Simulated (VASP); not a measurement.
# Ba (Im-3m) in VASP: a series of runs

Runs on Ba. Level: PBEsol. Tasks: single point.

Everything below comes from runs of VASP 6.6.1. Logs are shortened: lines on timing, memory, paths and dates and some standing lists are left out, and cuts for length are marked.

### Step 1. The cell of the first run

It takes space group Im-3m (No. 229, cubic). The conventional cell has a = 4.528 Å, b = 4.528 Å, c = 4.528 Å, α = 90.00°, β = 90.00°, γ = 90.00°. Ba (site symmetry m-3m) has 14 Ba at 3.92 to 4.53 Å within 5.1 Å.

### Step 2. Single point, PBEsol (46.41 Å³/atom)

Input file POSCAR:

```
Ba
1.0
   -2.2638975219      2.2638975219      2.2638975219
    2.2638975219     -2.2638975219      2.2638975219
    2.2638975219      2.2638975219     -2.2638975219
Ba
1
Direct
    0.0000000000      0.0000000000      0.0000000000
```

Input file INCAR.step1:

```
PREC = Accurate ; ENCUT = 520
EDIFF = 1E-7 ; ISMEAR = -1
SIGMA = 0.08 ; LREAL = False
LASPH = True ; NELM = 80
ALGO = Normal ; ISIF = 2
LWAVE = False ; LCHARG = True
GGA = PS ; NBANDS = 11
```

Input file KPOINTS.step1:

```
regular mesh
0
Gamma
  11 11 11
```

Input file INCAR.step2:

```
PREC = Accurate ; ENCUT = 520
EDIFF = 1E-7 ; ISMEAR = -5
SIGMA = 0.08 ; LREAL = False
LASPH = True ; NELM = 80
ALGO = Normal ; ISIF = 2
LWAVE = False ; LCHARG = False
GGA = PS ; LORBIT = 11
NBANDS = 11 ; NEDOS = 1001
ICHARG = 11
```

Input file KPOINTS.step2:

```
regular mesh
0
Gamma
  17 17 17
```

Potentials or basis: VASP PAW PBE potentials, release 64 (Ba_sv).

Command:

```
$ cat potpaw_PBE.64/Ba_sv/POTCAR > POTCAR
$ cp INCAR.step1 INCAR
$ cp KPOINTS.step1 KPOINTS
$ mpirun -np 1 vasp_std > vasp.out
$ cp INCAR.step2 INCAR
$ cp KPOINTS.step2 KPOINTS
$ mpirun -np 1 vasp_std > vasp.out
```

OUTCAR:

```text
PREC = Accurate
   ENCUT = 520
   EDIFF = 1E-7
   ISMEAR = -5
   LREAL = False
   LASPH = True
   NELM = 80
   ISIF = 2
   GGA = PS
   LORBIT = 11
   ICHARG = 11

 ion  position               nearest neighbor table
   1  0.000  0.000  0.000-

  LATTYP: Found a body centered cubic cell.
 ALAT       =     4.5277950438

  Lattice vectors:

 A1 = (  -2.2638975219,   2.2638975219,   2.2638975219)
 A2 = (   2.2638975219,  -2.2638975219,   2.2638975219)
 A3 = (   2.2638975219,   2.2638975219,  -2.2638975219)

Analysis of symmetry for initial positions (statically):
=====================================================================
 Subroutine PRICEL returns:
 Original cell was already a primitive cell.

 Routine SETGRP: Setting up the symmetry group for a
 body centered cubic supercell.

 Subroutine GETGRP returns: Found 48 space group operations
 (whereof 48 operations were pure point group operations)
 out of a pool of 48 trial point group operations.

The static configuration has the point symmetry O_h .

Analysis of symmetry for dynamics (positions and initial velocities):
=====================================================================
 Subroutine PRICEL returns:
 Original cell was already a primitive cell.

 Routine SETGRP: Setting up the symmetry group for a
 body centered cubic supercell.

 Subroutine GETGRP returns: Found 48 space group operations
 (whereof 48 operations were pure point group operations)
 out of a pool of 48 trial point group operations.

The dynamic configuration has the point symmetry O_h .

 Subroutine INISYM returns: Found 48 space group operations
 (whereof 48 operations are pure point group operations),
 and found     1 'primitive' translations

----------------------------------------------------------------------------------------

                                     Primitive cell

  volume of cell :      46.4120

  direct lattice vectors                    reciprocal lattice vectors
    -2.263897522  2.263897522  2.263897522     0.000000000  0.220858053  0.220858053
     2.263897522 -2.263897522  2.263897522     0.220858053  0.000000000  0.220858053
     2.263897522  2.263897522 -2.263897522     0.220858053  0.220858053  0.000000000

  length of vectors
     3.921185531  3.921185531  3.921185531     0.312340455  0.312340455  0.312340455

  position of ions in fractional coordinates (direct lattice)
     0.000000000  0.000000000  0.000000000

  ion indices of the primitive-cell ions
   primitive index   ion index
                 1           1

----------------------------------------------------------------------------------------

 KPOINTS: regular mesh

Automatic generation of k-mesh.
 Grid dimensions read from file:
 generate k-points for:   17   17   17

 Generating k-lattice:

  Cartesian coordinates                     Fractional coordinates (reciprocal lattice)
     0.000000000  0.012991650  0.012991650     0.058823529  0.000000000  0.000000000
     0.012991650  0.000000000  0.012991650     0.000000000  0.058823529  0.000000000
     0.012991650  0.012991650  0.000000000     0.000000000  0.000000000  0.058823529

  Length of vectors
     0.018372968  0.018372968  0.018372968

  Shift w.r.t. Gamma in fractional coordinates (k-lattice)
     0.000000000  0.000000000  0.000000000

 TETIRR: Found   5734 inequivalent tetrahedra from    29478

 Subroutine IBZKPT returns following result:
 ===========================================

 Found    165 irreducible k-points:

 Following reciprocal coordinates:
            Coordinates               Weight
  0.000000  0.000000  0.000000      1.000000
  0.058824  0.000000  0.000000     12.000000
  0.117647  0.000000  0.000000     12.000000
  0.176471  0.000000  0.000000     12.000000
  0.235294  0.000000  0.000000     12.000000
  0.294118  0.000000  0.000000     12.000000
[... 16 lines left out ...]
  0.411765  0.117647  0.000000     48.000000
  0.176471  0.176471  0.000000     24.000000
 [... further k-points ...]
   k-points           NKPTS =    165   k-points in BZ     NKDIM =    165   number of bands    NBANDS=     11
   number of dos      NEDOS =   1001   number of ions     NIONS =      1
   total plane-waves  NPLWV =  27000
   dimension x,y,z NGX =    30 NGY =   30 NGZ =   30
   dimension x,y,z NGXF=    60 NGYF=   60 NGZF=   60
   ions per type =               1
   NGX,Y,Z   is equivalent  to a cutoff of  12.72, 12.72, 12.72 a.u.
   NGXF,Y,Z  is equivalent  to a cutoff of  25.44, 25.44, 25.44 a.u.
 SYSTEM =  unknown system
   PREC   = accura    normal or accurate (medium, high low for compatibility)
   ISTART =      0    job   : 0-new  1-cont  2-samecut
   ICHARG =     11    charge: 1-file 2-atom 10-const
   ISPIN  =      1    spin polarized calculation?
   LNONCOLLINEAR =      F non collinear calculations
   LSORBIT =      F    spin-orbit coupling
   LASPH  =      T    aspherical Exc in radial PAW
   ENCUT  =  520.0 eV  38.22 Ry    6.18 a.u.   7.29  7.29  7.29*2*pi/ulx,y,z
   NELM   =     80;   NELMIN=  2; NELMDL=  0     # of ELM steps
   EDIFF  = 0.1E-06   stopping-criterion for ELM
   LREAL  =      F    real-space projection
   EDIFFG = 0.1E-05   stopping-criterion for IOM
   NSW    =      0    number of steps for IOM
   IBRION =     -1    ionic relax: 0-MD 1-quasi-New 2-CG
   NFREE  =      0    steps in history (QN), initial steepest desc. (CG)
   ISIF   =      2    stress and relaxation
   ISYM   =      2    0-nonsym 1-usesym 2-fastsym
   POTIM  = 0.5000    time-step for ionic-motion
   TEBEG  =    0.0;   TEEND  =   0.0 temperature during run
   PSTRESS=    0.0 pullay stress
   NELECT =      10.0000    total number of electrons
   NUPDOWN=      -1.0000    fix difference up-down
   EMIN   =  10.00;   EMAX   =-10.00  energy-range for DOS
   EFERMI =   0.00;   METHOD = LEGACY
   ISMEAR =    -5;   SIGMA  =   0.08  broadening in eV -4-tet -1-fermi 0-gaus
   EFERMI_NEDOS =   21; number of points for ismear=-14 and -15
   IALGO  =     38    algorithm
   IMIX   =      4    mixing-type and parameters
     AMIX     =   0.40;   BMIX     =  1.00
     AMIX_MAG =   1.60;   BMIX_MAG =  1.00
  volume/ion in A,a.u.               =      46.41       313.20
  Fermi-wavevector in a.u.,A,eV,Ry     =   0.981442  1.854657 13.105524  0.963229
  Thomas-Fermi vector in A             =   2.112449
   LORBIT       =     11    0 simple, 1 ext, 2 COOP (PROOUT), +10 PAW based schemes
   GGA     = PS    functional components
   LHFCALC =     F    Hartree Fock is set to
   AEXX    =    0.0000 exact exchange contribution
   IVDW    =     0    specifies the selected vdW correction
   LEPSILON=     F    determine dielectric tensor
   LRPA    =     F    only Hartree local field effects (RPA)
 non-spin polarized calculation
 Fermi weights with tetrahedron method with Bloechl corrections
  energy-cutoff  :      520.00
  volume of cell :       46.41
 maximum number of plane-waves:      1264
 NGX is ok and might be reduce to    30

 number of electron      10.0000001 magnetization

 Free energy of the ion-electron system (eV)
  ---------------------------------------------------
  ext. energy  EPLUGINS =         0.00000000
  ---------------------------------------------------
  free energy    TOTEN  =        -2.04924528 eV

  energy without entropy =       -2.04924528  energy(sigma->0) =       -2.04924528

 E-fermi :   2.6469     XC(G=0):  -8.5736

 val. band max:        2.6683070335   @ k =  -0.3529  -0.4706   0.1765
 cond. band min:       2.6503284214   @ k =   0.3529   0.1765   0.1176
 fundamental gap:     -0.0179786121
 Fermi energy:         2.6469468026

 k-point     1 :       0.0000    0.0000    0.0000
  band No.  band energies     occupation
      1     -25.7763      2.00000
      2     -10.3958      2.00000
      3     -10.3958      2.00000
      4     -10.3958      2.00000
      5      -0.1267      2.00000
      6       4.8065      0.00000
      7       4.8065      0.00000
      8       4.8065      0.00000
      9       6.7173      0.00000
     10       6.7173      0.00000
     11      10.5152      0.00000

 k-point     2 :       0.0588    0.0000    0.0000
  band No.  band energies     occupation
      1     -25.7711      2.00000
      2     -10.4415      2.00000
      3     -10.4087      2.00000
      4     -10.3964      2.00000
      5      -0.0290      2.00000
      6       4.7260      0.00000
      7       4.7724      0.00000
      8       4.9029      0.00000
      9       6.5578      0.00000
     10       6.7032      0.00000
     11      10.6330      0.00000

 k-point     3 :       0.1176    0.0000    0.0000
  band No.  band energies     occupation
      1     -25.7562      2.00000
      2     -10.5693      2.00000
      3     -10.4452      2.00000
      4     -10.3981      2.00000
      5       0.2473      2.00000
      6       4.5145      0.00000
      7       4.6333      0.00000
      8       5.1892      0.00000
      9       6.3045      0.00000
     10       6.6775      0.00000
     11      10.9478      0.00000

 k-point     4 :       0.1765    0.0000    0.0000
  band No.  band energies     occupation
      1     -25.7336      2.00000
      2     -10.7549      2.00000
      3     -10.4997      2.00000
      4     -10.4007      2.00000
      5       0.6502      2.00000
      6       4.2347      0.00000
      7       4.3696      0.00000
      8       5.6566      0.00000
      9       6.2343      0.00000
     10       6.6754      0.00000
     11      11.3290      0.00000
[... 239 lines left out ...]
 k-point    22 :       0.3529    0.1176    0.0000
  band No.  band energies     occupation
      1     -25.6255      2.00000
      2     -11.4502      2.00000
      3     -10.7800      2.00000
      4     -10.4684      2.00000
      5       1.8371      2.00000
      6       3.3565      0.00000
      7       4.4308      0.00000
      8       6.6134      0.00000
      9       7.5593      0.00000
     10       9.1171      0.00000
     11      10.3496      0.00000

 k-point    23 :       0.4118    0.1176    0.0000
  band No.  band energies     occupation
      1     -25.6156      2.00000
      2     -11.5071      2.00000
      3     -10.8090      2.00000
      4     -10.4704      2.00000
      5       1.8055      2.00000
      6       3.2999      0.00000
      7       4.7400      0.00000
      8       6.6139      0.00000
      9       7.7120      0.00000
     10       9.8052      0.00000
     11      10.1130      0.00000

 k-point    24 :       0.1765    0.1765    0.0000
  band No.  band energies     occupation
      1     -25.6708      2.00000
      2     -11.1608      2.00000
      3     -10.6482      2.00000
      4     -10.4779      2.00000
      5       1.7274      2.00000
      6       3.5725      0.00000
      7       3.8605      0.00000
      8       6.0642      0.00000
      9       7.3873      0.00000
     10       7.3897      0.00000
     11      11.5339      0.00000

 [... further k-points ...]

------------------------ aborting loop because EDIFF is reached ----------------------------------------

  FORCE on cell =-STRESS in cart. coord.  units (eV):
  Direction    XX          YY          ZZ          XY          YZ          ZX
  --------------------------------------------------------------------------------------
  -------------------------------------------------------------------------------------
  Total        0.8753709      0.8753709      0.8753709      0.0000000     -0.0000000     -0.0000000
  in kB       30.2184663     30.2184663     30.2184663      0.0000000     -0.0000000     -0.0000000
  external PRESSURE =      30.2184663 kB  Pullay stress =       0.0000000 kB

 VOLUME and BASIS-vectors are now :
 -----------------------------------------------------------------------------
  energy-cutoff  :      520.00
  volume of cell :       46.41
      direct lattice vectors                 reciprocal lattice vectors
    -2.263897522  2.263897522  2.263897522     0.000000000  0.220858053  0.220858053
     2.263897522 -2.263897522  2.263897522     0.220858053  0.000000000  0.220858053
     2.263897522  2.263897522 -2.263897522     0.220858053  0.220858053  0.000000000

 POSITION                                       TOTAL-FORCE (eV/Angst)
 -----------------------------------------------------------------------------------
      0.00000      0.00000      0.00000         0.000000      0.000000      0.000000
 -----------------------------------------------------------------------------------
    total drift:                               -0.000000      0.000000      0.000000

  FREE ENERGIE OF THE ION-ELECTRON SYSTEM (eV)
  ---------------------------------------------------
  free  energy   TOTEN  =        -2.0492452799 eV

  energy  without entropy=       -2.0492452799  energy(sigma->0) =       -2.04924528

 total charge

# of ion       s       p       d       tot
------------------------------------------
    1        2.084   5.502   0.418   8.003
```

Run time: 96 s. Hardware: 1 thread of Intel Xeon 8259CL, shared host; peak memory 0.22 GiB.

Results:

- Valence electrons inside the program's atomic spheres: Ba 8.00

Levels at points of the mesh, in eV from the Fermi level:
| k point | band 3 | band 4 | band 5 | band 6 | band 7 | band 8 |
| --- | --- | --- | --- | --- | --- | --- |
| (0.00, 0.00, 0.00) | -13.04 | -13.04 | -2.77 | 2.16 | 2.16 | 2.16 |

Caveat: the PAW data sets were made with another functional, which shifts forces and pressure a little; spin-orbit coupling is left out, which moves the levels of the heavy elements; tetrahedron occupations give inexact forces and stress in metals.

### Step 3. Single point, PBEsol (58.02 Å³/atom)

This run uses another cell than the first one, of 58.02 Å³/atom.

Input file POSCAR:

```
Ba
1.0
   -2.4387096779      2.4387096779      2.4387096779
    2.4387096779     -2.4387096779      2.4387096779
    2.4387096779      2.4387096779     -2.4387096779
Ba
1
Direct
    0.0000000000      0.0000000000      0.0000000000
```

Input file INCAR.step1:

```
SYSTEM = Ba
  PREC = Accurate
  ENCUT = 520
  EDIFF = 1E-6
  ISMEAR = -1
  SIGMA = 0.08
  LREAL = .False.
  LASPH = .True.
  NELM = 60
  ALGO = Normal
  ISIF = 2
  LWAVE = .False.
  LCHARG = .True.
  GGA = PS
  NBANDS = 11
```

Input file KPOINTS.step1:

```
Automatic mesh
0
Gamma
  11 11 11
  0 0 0
```

Input file INCAR.step2:

```
SYSTEM = Ba
  PREC = Accurate
  ENCUT = 520
  EDIFF = 1E-6
  ISMEAR = -5
  SIGMA = 0.08
  LREAL = .False.
  LASPH = .True.
  NELM = 60
  ALGO = Normal
  ISIF = 2
  LWAVE = .False.
  LCHARG = .False.
  GGA = PS
  LORBIT = 10
  NEDOS = 2001
  ICHARG = 11
```

Input file KPOINTS.step2:

```
Automatic mesh
0
Gamma
  17 17 17
  0 0 0
```

Potentials or basis: VASP PAW PBE potentials, release 64 (Ba_sv).

Command:

```
$ cat potpaw_PBE.64/Ba_sv/POTCAR > POTCAR
$ cp INCAR.step1 INCAR
$ cp KPOINTS.step1 KPOINTS
$ mpirun -np 1 vasp_std > vasp.out
$ cp INCAR.step2 INCAR
$ cp KPOINTS.step2 KPOINTS
$ mpirun -np 1 vasp_std > vasp.out
```

OUTCAR:

```text
SYSTEM = Ba
   PREC = Accurate
   ENCUT = 520
   EDIFF = 1E-6
   ISMEAR = -5
   LREAL = .False.
   LASPH = .True.
   NELM = 60
   ISIF = 2
   GGA = PS
   LORBIT = 10
   ICHARG = 11

 ion  position               nearest neighbor table
   1  0.000  0.000  0.000-

  LATTYP: Found a body centered cubic cell.
 ALAT       =     4.8774193558

  Lattice vectors:

[... 474 lines left out ...]
------------------------ aborting loop because EDIFF is reached ----------------------------------------

  FORCE on cell =-STRESS in cart. coord.  units (eV):
  Direction    XX          YY          ZZ          XY          YZ          ZX
  --------------------------------------------------------------------------------------
  -------------------------------------------------------------------------------------
  Total        0.0344854      0.0344854      0.0344854      0.0000000      0.0000000      0.0000000
  in kB        0.9523699      0.9523699      0.9523699      0.0000000      0.0000000      0.0000000
  external PRESSURE =       0.9523699 kB  Pullay stress =       0.0000000 kB

 VOLUME and BASIS-vectors are now :
 -----------------------------------------------------------------------------
  energy-cutoff  :      520.00
  volume of cell :       58.02
      direct lattice vectors                 reciprocal lattice vectors
    -2.438709678  2.438709678  2.438709678     0.000000000  0.205026455  0.205026455
     2.438709678 -2.438709678  2.438709678     0.205026455  0.000000000  0.205026455
     2.438709678  2.438709678 -2.438709678     0.205026455  0.205026455  0.000000000

 POSITION                                       TOTAL-FORCE (eV/Angst)
 -----------------------------------------------------------------------------------
      0.00000      0.00000      0.00000        -0.000000     -0.000000      0.000000
 -----------------------------------------------------------------------------------
    total drift:                                0.000000      0.000000     -0.000000

  FREE ENERGIE OF THE ION-ELECTRON SYSTEM (eV)
  ---------------------------------------------------
  free  energy   TOTEN  =        -2.1489726675 eV

  energy  without entropy=       -2.1489726675  energy(sigma->0) =       -2.14897267

 total charge

# of ion       s       p       d       tot
------------------------------------------
    1        2.071   5.531   0.304   7.906
```

Run time: 84 s. Hardware: 1 thread of Intel Xeon 8259CL, shared host; peak memory 0.24 GiB.

What came out:

| Quantity | Value |
| --- | --- |
| Valence electrons inside the program's atomic spheres | Ba 7.91 |

Levels at points of the mesh, in eV from the Fermi level:
| k point | band 2 | band 3 | band 4 | band 5 | band 6 | band 7 | band 8 | band 9 |
| --- | --- | --- | --- | --- | --- | --- | --- | --- |
| (0.00, 0.00, 0.00) | -13.57 | -13.57 | -13.57 | -2.78 | 1.93 | 1.93 | 1.93 | 3.48 |

Caveat: the PAW data sets were made with another functional, which shifts forces and pressure a little; spin-orbit coupling is left out, which moves the levels of the heavy elements; tetrahedron occupations give inexact forces and stress in metals.
